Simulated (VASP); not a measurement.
# Hg (C2/m) in VASP: further runs

The runs below take Hg through single point, relaxation of cell and atoms, with PBE.

All numbers are computed with VASP 6.6.1; they aren't measurements. Logs are shortened: lines on timing, memory, paths and dates and some standing lists are left out, and cuts for length are marked.

**1. The cell of the first run**

The typed cell holds 1 atom: a = 3.100 Å, b = 3.100 Å, c = 3.100 Å, α = 97.47°, β = 97.47°, γ = 82.46°.

**2. Single point, PBE**

INCAR

```
  ALGO = Fast
  EDIFF = 1E-6
  ENCUT = 520
  GGA = PE
  ISIF = 2
  ISMEAR = 0
  LASPH = True
  LCHARG = True
  LELF = True
  LREAL = False
  LVHAR = True
  LWAVE = False
  NBANDS = 12
  NELM = 60
  PREC = Accurate
  SIGMA = 0.1
```

KPOINTS

```
k-points
0
Gamma
  14 14 14
```

POSCAR

```
Hg
1.0
    2.3302691181     -2.0430345988     -0.0644108570
    2.3302691181      2.0430345988     -0.0644108570
   -0.4514116718      0.0000000000      3.0672409896
Hg
1
Direct
    0.5000000000      0.5000000000      0.5000000000
```

Potentials or basis: VASP PAW PBE potentials, release 64 (Hg).

Command:

```sh
> cat potpaw_PBE.64/Hg/POTCAR > POTCAR
> mpirun -np 1 vasp_std > vasp.out
```

OUTCAR:

```text
EDIFF = 1E-6
   ENCUT = 520
   GGA = PE
   ISIF = 2
   ISMEAR = 0
   LASPH = True
   LREAL = False
   NELM = 60
   PREC = Accurate

 ion  position               nearest neighbor table
   1  0.500  0.500  0.500-

  LATTYP: Found a base centered monoclinic cell.
 ALAT       =     4.6623182737
 B/A-ratio  =     0.8764028875
 C/A-ratio  =     0.6649654562
 COS(beta)  =    -0.1728838412

  Lattice vectors:

 A1 = (   2.3302691181,  -2.0430345988,  -0.0644108570)
 A2 = (   2.3302691181,   2.0430345988,  -0.0644108570)
 A3 = (  -0.4514116718,   0.0000000000,   3.0672409896)

Analysis of symmetry for initial positions (statically):
=====================================================================
 Subroutine PRICEL returns:
 Original cell was already a primitive cell.

 Routine SETGRP: Setting up the symmetry group for a
 base centered monoclinic supercell.

 Subroutine GETGRP returns: Found  4 space group operations
 (whereof  4 operations were pure point group operations)
 out of a pool of  4 trial point group operations.

The static configuration has the point symmetry C_2h.

Analysis of symmetry for dynamics (positions and initial velocities):
=====================================================================
 Subroutine PRICEL returns:
 Original cell was already a primitive cell.

 Routine SETGRP: Setting up the symmetry group for a
 base centered monoclinic supercell.

 Subroutine GETGRP returns: Found  4 space group operations
 (whereof  4 operations were pure point group operations)
 out of a pool of  4 trial point group operations.

The dynamic configuration has the point symmetry C_2h.

 Subroutine INISYM returns: Found  4 space group operations
 (whereof  4 operations are pure point group operations),
 and found     1 'primitive' translations

----------------------------------------------------------------------------------------

                                     Primitive cell

  volume of cell :      29.0864

  direct lattice vectors                    reciprocal lattice vectors
     2.330269118 -2.043034599 -0.064410857     0.215443912 -0.244733986  0.031707289
     2.330269118  2.043034599 -0.064410857     0.215443912  0.244733986  0.031707289
    -0.451411672  0.000000000  3.067240990     0.009048475  0.000000000  0.327357580

  length of vectors
     3.099724712  3.099724712  3.100280598     0.327591445  0.327591445  0.327482610

  position of ions in fractional coordinates (direct lattice)
     0.500000000  0.500000000  0.500000000

  ion indices of the primitive-cell ions
   primitive index   ion index
                 1           1

----------------------------------------------------------------------------------------

 KPOINTS: k-points

Automatic generation of k-mesh.
 Grid dimensions read from file:
 generate k-points for:   14   14   14

 Generating k-lattice:

  Cartesian coordinates                     Fractional coordinates (reciprocal lattice)
     0.015388851 -0.017480999  0.002264806     0.071428571  0.000000000  0.000000000
     0.015388851  0.017480999  0.002264806     0.000000000  0.071428571  0.000000000
     0.000646320  0.000000000  0.023382684     0.000000000  0.000000000  0.071428571

  Length of vectors
     0.023399389  0.023399389  0.023391615

  Shift w.r.t. Gamma in fractional coordinates (k-lattice)
     0.000000000  0.000000000  0.000000000

 Subroutine IBZKPT returns following result:
 ===========================================

 Found    744 irreducible k-points:

 Following reciprocal coordinates:
            Coordinates               Weight
  0.000000  0.000000  0.000000      1.000000
  0.071429  0.000000  0.000000      4.000000
  0.142857  0.000000  0.000000      4.000000
  0.214286  0.000000  0.000000      4.000000
  0.285714 -0.000000  0.000000      4.000000
  0.357143  0.000000  0.000000      4.000000
[... 16 lines left out ...]
  0.214286  0.142857  0.000000      4.000000
  0.285714  0.142857  0.000000      4.000000
 [... further k-points ...]
   k-points           NKPTS =    744   k-points in BZ     NKDIM =    744   number of bands    NBANDS=     12
   number of dos      NEDOS =    301   number of ions     NIONS =      1
   total plane-waves  NPLWV =  13824
   dimension x,y,z NGX =    24 NGY =   24 NGZ =   24
   dimension x,y,z NGXF=    48 NGYF=   48 NGZF=   48
   ions per type =               1
   NGX,Y,Z   is equivalent  to a cutoff of  12.87, 12.87, 12.87 a.u.
   NGXF,Y,Z  is equivalent  to a cutoff of  25.74, 25.74, 25.74 a.u.
 SYSTEM =  unknown system
   PREC   = accura    normal or accurate (medium, high low for compatibility)
   ISTART =      0    job   : 0-new  1-cont  2-samecut
   ICHARG =      2    charge: 1-file 2-atom 10-const
   ISPIN  =      1    spin polarized calculation?
   LNONCOLLINEAR =      F non collinear calculations
   LSORBIT =      F    spin-orbit coupling
   LASPH  =      T    aspherical Exc in radial PAW
   ENCUT  =  520.0 eV  38.22 Ry    6.18 a.u.   5.76  5.76  5.76*2*pi/ulx,y,z
   NELM   =     60;   NELMIN=  2; NELMDL= -5     # of ELM steps
   EDIFF  = 0.1E-05   stopping-criterion for ELM
   LREAL  =      F    real-space projection
   EDIFFG = 0.1E-04   stopping-criterion for IOM
   NSW    =      0    number of steps for IOM
   IBRION =     -1    ionic relax: 0-MD 1-quasi-New 2-CG
   NFREE  =      0    steps in history (QN), initial steepest desc. (CG)
   ISIF   =      2    stress and relaxation
   ISYM   =      2    0-nonsym 1-usesym 2-fastsym
   POTIM  = 0.5000    time-step for ionic-motion
   TEBEG  =    0.0;   TEEND  =   0.0 temperature during run
   PSTRESS=    0.0 pullay stress
   NELECT =      12.0000    total number of electrons
   NUPDOWN=      -1.0000    fix difference up-down
   EMIN   =  10.00;   EMAX   =-10.00  energy-range for DOS
   EFERMI =   0.00;   METHOD = LEGACY
   ISMEAR =     0;   SIGMA  =   0.10  broadening in eV -4-tet -1-fermi 0-gaus
   EFERMI_NEDOS =   21; number of points for ismear=-14 and -15
   IALGO  =     68    algorithm
   IMIX   =      4    mixing-type and parameters
     AMIX     =   0.40;   BMIX     =  1.00
     AMIX_MAG =   1.60;   BMIX_MAG =  1.00
  volume/ion in A,a.u.               =      29.09       196.28
  Fermi-wavevector in a.u.,A,eV,Ry     =   1.218724  2.303055 20.208580  1.485289
  Thomas-Fermi vector in A             =   2.354001
   LORBIT       =      0    0 simple, 1 ext, 2 COOP (PROOUT), +10 PAW based schemes
   GGA     = PE    functional components
   LHFCALC =     F    Hartree Fock is set to
   AEXX    =    0.0000 exact exchange contribution
   IVDW    =     0    specifies the selected vdW correction
   LEPSILON=     F    determine dielectric tensor
   LRPA    =     F    only Hartree local field effects (RPA)
 non-spin polarized calculation
 RMM-DIIS sequential band-by-band and
 Gauss-broadening in eV      SIGMA  =   0.10
  energy-cutoff  :      520.00
  volume of cell :       29.09
 maximum number of plane-waves:       800
   NGX = 11   NGY = 11   NGZ = 11

 number of electron      12.0000004 magnetization

 Free energy of the ion-electron system (eV)
  ---------------------------------------------------
  ext. energy  EPLUGINS =         0.00000000
  ---------------------------------------------------
  free energy    TOTEN  =        -0.16422571 eV

  energy without entropy =       -0.16301066  energy(sigma->0) =       -0.16361818

 E-fermi :   1.3659     XC(G=0):  -9.6603

 val. band max:        1.3614891755   @ k =  -0.3571   0.4286   0.3571
 cond. band min:       1.4754565878   @ k =   0.5000   0.3571   0.2857
 fundamental gap:      0.1139674123
 Fermi energy:         1.3659433798

 k-point     1 :       0.0000    0.0000    0.0000
  band No.  band energies     occupation
      1      -6.4112      2.00000
      2      -6.1494      2.00000
      3      -6.1492      2.00000
      4      -4.5276      2.00000
      5      -4.5275      2.00000
      6      -4.4831      2.00000
      7      11.2153      0.00000
      8      11.2217      0.00000
      9      11.4592      0.00000
     10      14.5878      0.00000
     11      16.2948      0.00000
     12      16.3014      0.00000

 k-point     2 :       0.0714    0.0000    0.0000
  band No.  band energies     occupation
      1      -6.3295      2.00000
      2      -6.1430      2.00000
      3      -6.0934      2.00000
      4      -4.5533      2.00000
      5      -4.5367      2.00000
      6      -4.4948      2.00000
      7      10.2315      0.00000
      8      11.3257      0.00000
      9      11.5015      0.00000
     10      15.0282      0.00000
     11      16.2905      0.00000
     12      17.0628      0.00000

 k-point     3 :       0.1429    0.0000    0.0000
  band No.  band energies     occupation
      1      -6.2017      2.00000
      2      -6.1255      2.00000
      3      -5.8150      2.00000
      4      -4.6240      2.00000
      5      -4.5860      2.00000
      6      -4.5016      2.00000
      7       8.3568      0.00000
      8      11.6362      0.00000
      9      11.7754      0.00000
     10      15.4016      0.00000
     11      16.2787      0.00000
     12      19.0441      0.00000
[... 286 lines left out ...]
 k-point    23 :       0.2143    0.1429    0.0000
  band No.  band energies     occupation
      1      -6.0780      2.00000
      2      -5.7473      2.00000
      3      -5.2170      2.00000
      4      -4.8219      2.00000
      5      -4.6703      2.00000
      6      -4.5733      2.00000
      7       7.2266      0.00000
      8       9.9338      0.00000
      9      12.2128      0.00000
     10      16.2467      0.00000
     11      16.5983      0.00000
     12      19.2669      0.00000

 k-point    24 :       0.2857    0.1429    0.0000
  band No.  band energies     occupation
      1      -6.0407      2.00000
      2      -5.6818      2.00000
      3      -5.0866      2.00000
      4      -4.7658      2.00000
      5      -4.5779      2.00000
      6      -4.2719      2.00000
      7       5.2685      0.00000
      8      10.7411      0.00000
      9      12.6395      0.00000
     10      15.0454      0.00000
     11      16.8848      0.00000
     12      19.4277      0.00000

 [... further k-points ...]

------------------------ aborting loop because EDIFF is reached ----------------------------------------

  FORCE on cell =-STRESS in cart. coord.  units (eV):
  Direction    XX          YY          ZZ          XY          YZ          ZX
  --------------------------------------------------------------------------------------
  -------------------------------------------------------------------------------------
  Total        0.0409093      0.0364082      0.0368357      0.0000000      0.0000000     -0.0032703
  in kB        2.2534266      2.0054918      2.0290386      0.0000000      0.0000000     -0.1801392
  external PRESSURE =       2.0959856 kB  Pullay stress =       0.0000000 kB

 VOLUME and BASIS-vectors are now :
 -----------------------------------------------------------------------------
  energy-cutoff  :      520.00
  volume of cell :       29.09
      direct lattice vectors                 reciprocal lattice vectors
     2.330269118 -2.043034599 -0.064410857     0.215443912 -0.244733986  0.031707289
     2.330269118  2.043034599 -0.064410857     0.215443912  0.244733986  0.031707289
    -0.451411672  0.000000000  3.067240990     0.009048475  0.000000000  0.327357580

 POSITION                                       TOTAL-FORCE (eV/Angst)
 -----------------------------------------------------------------------------------
      2.10456      0.00000      1.46921         0.000000      0.000000      0.000000
 -----------------------------------------------------------------------------------
    total drift:                               -0.000000     -0.000000     -0.000000

  FREE ENERGIE OF THE ION-ELECTRON SYSTEM (eV)
  ---------------------------------------------------
  free  energy   TOTEN  =        -0.1642257071 eV

  energy  without entropy=       -0.1630106613  energy(sigma->0) =       -0.16361818
```

It took 2.9 min on 1 thread of AMD EPYC 7R43 (Zen 3), shared host; peak memory 0.31 GiB.

Results:

- Free energy: -0.1642 eV
- Pressure: 0.2 GPa
- Band gap on the k mesh: zero (bands 6 and 7 overlap by 3.94 eV)

Caveat: spin-orbit coupling is left out, which moves the levels of the heavy elements.

**3. Relaxation of cell and atoms, PBE**

This run uses another cell than the first one, of 27.79 Å³/atom.

INCAR

```
SYSTEM = Hg
PREC = Accurate ; ENCUT = 600
EDIFF = 1E-6 ; ISMEAR = 0
SIGMA = 0.1 ; LREAL = .False.
LASPH = .True. ; NELM = 80
ALGO = Fast ; ISIF = 3
LWAVE = .False. ; LCHARG = .False.
GGA = PE ; IBRION = 2
NSW = 100 ; EDIFFG = -0.005
```

KPOINTS

```
regular mesh
0
Gamma
  14 14 14
  0 0 0
```

POSCAR

```
Hg
1.0
    2.2339762741     -2.0458582601      0.0000000000
    2.2339762741      2.0458582601      0.0000000000
   -0.3487351701      0.0000000000      3.0398006871
Hg
1
Direct
    0.5000000000      0.5000000000      0.5000000000
```

Potentials or basis: VASP PAW PBE potentials, release 64 (Hg).

Command:

```sh
> cat potpaw_PBE.64/Hg/POTCAR > POTCAR
> mpirun -np 1 vasp_std > vasp.out
```

Run time: 31 min. Hardware: 1 thread of AMD EPYC 7R43 (Zen 3), shared host; peak memory 0.36 GiB.

Results (log left out):

* Free energy: -0.1641 eV
* Relaxed volume: 29.50 Å³/atom
* Relaxed cell: a = 3.113 Å, b = 3.113 Å, c = 3.115 Å, α = 97.37°, β = 97.37°, γ = 82.60°
* Space group after relaxing (to 0.1 Å): R-3m (No. 166)
* Energy gained by relaxing: 9.6 meV/atom
* Ionic steps: 30
* Pressure after relaxing: 0.0 GPa
* Band gap on the k mesh: zero (bands 6 and 7 overlap by 3.92 eV)

The path:
```tsv
step	energy change (eV)	largest force (eV/Å)	pressure (GPa)	volume (Å³)
1	0.0000	0.0000	1.60	27.79
2	-0.0077	0.0000	0.56	28.92
3	-0.0090	0.0000	-0.19	30.12
4	-0.0092	0.0000	-0.07	29.82
5	-0.0092	0.0000	0.09	29.69
6	-0.0092	0.0000	-0.05	29.77
7	-0.0092	0.0000	0.04	29.72
8	-0.0092	0.0000	0.00	29.71
9	-0.0092	0.0000	0.05	29.68
10	-0.0092	0.0000	-0.01	29.70
11	-0.0093	0.0000	-0.02	29.72
12	-0.0093	0.0000	-0.07	29.76
13	-0.0093	0.0000	0.02	29.74
14	-0.0093	0.0000	-0.04	29.75
15	-0.0093	0.0000	0.01	29.73
16	-0.0093	0.0000	0.04	29.70
17	-0.0093	0.0000	0.00	29.63
18	-0.0094	0.0000	0.02	29.50
19	-0.0094	0.0000	0.06	29.49
20	-0.0094	0.0000	0.07	29.47
21	-0.0095	0.0000	-0.02	29.50
22	-0.0095	0.0000	-0.05	29.54
23	-0.0095	0.0000	-0.13	29.62
24	-0.0095	0.0000	0.00	29.57
25	-0.0095	0.0000	-0.08	29.59
26	-0.0096	0.0000	-0.01	29.56
27	-0.0096	0.0000	-0.01	29.53
28	-0.0096	0.0000	0.03	29.49
29	-0.0096	0.0000	-0.05	29.52
30	-0.0096	0.0000	0.00	29.50
```

Final structure:
```
CELL_PARAMETERS angstrom
2.33804 -2.05484 -0.06316
2.33804 2.05484 -0.06316
-0.44901 0.00000 3.08245
ATOMIC_POSITIONS crystal
Hg 0.50000 0.50000 0.50000
```

Levels at points of the mesh, in eV from the Fermi level:
```tsv
k point	band 3	band 4	band 5	band 6	band 7	band 8	band 9	band 10
(0.00, 0.00, 0.00)	-7.46	-5.88	-5.88	-5.84	9.76	9.77	10.02	13.09
(0.50, 0.00, 0.00)	-6.34	-6.21	-5.84	-2.82	-1.26	12.05	12.08	15.65
(0.50, 0.50, 0.00)	-6.22	-6.20	-5.35	0.16	0.93	2.61	7.45	13.42
(0.00, 0.00, 0.50)	-6.34	-6.21	-5.84	-2.83	-1.26	12.06	12.09	15.65
(0.50, 0.00, 0.50)	-6.22	-6.20	-5.35	0.15	0.93	2.60	7.44	13.43
(0.50, 0.50, 0.50)	-6.99	-5.34	-5.34	2.66	3.04	5.69	5.69	9.26
```

Caveat: spin-orbit coupling is left out, which moves the levels of the heavy elements.

The gap in the log of VASP goes by the Fermi energy; the results here count the filled bands.